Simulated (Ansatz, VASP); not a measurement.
**Ir in VASP and in Ansatz**

```
Ir
1.0
     2.73697    0.00000    0.00000
     0.00000    3.87066    0.00000
     0.00000    0.00000   24.57939
Ir
8
Direct
  0.50000 0.50000 0.31097
  0.00000 0.00000 0.35842
  0.50000 0.50000 0.41773
  0.00000 0.00000 0.47321
  0.50000 0.50000 0.52679
  0.00000 0.00000 0.58227
  0.50000 0.50000 0.64158
  0.00000 0.00000 0.68903
```

Alike in both runs: functional PBE; k mesh 13 × 9 × 1; occupations gaussian, width 0.1 eV; no spin polarisation.

Ansatz relaxed the structure, and its values are those at the end. VASP's run is a single point on that final structure, the one shown.

|  | VASP | Ansatz |
| --- | --- | --- |
| version | VASP 6.6.1 | Ansatz 0.2.0 |
| potentials or method | VASP PAW PBE potentials, release 64 (Ir), cutoff 520 eV | scalar-relativistic, plane waves, PAW |
| valence electrons in the cell | 72 | 136 |

Ansatz gave:

- gap on the k mesh at the Fermi level (eV): none
- rms of the force components (eV/Å): 0.006

Question: Estimate VASP's values.

Answer: gap on the k mesh at the Fermi level (eV): none; rms of the force components (eV/Å): 0.010.

A gap of «none» marks a metal or a gap that the smearing closes. With one functional, cell and mesh, what is left measures potentials, basis and numerics. VASP's potentials hold 72 valence electrons a cell and Ansatz's 136, so a difference there can come from the potentials and not from the codes. Ansatz's warnings: xc potential rough in thin density.

Neither program's run includes spin-orbit coupling.
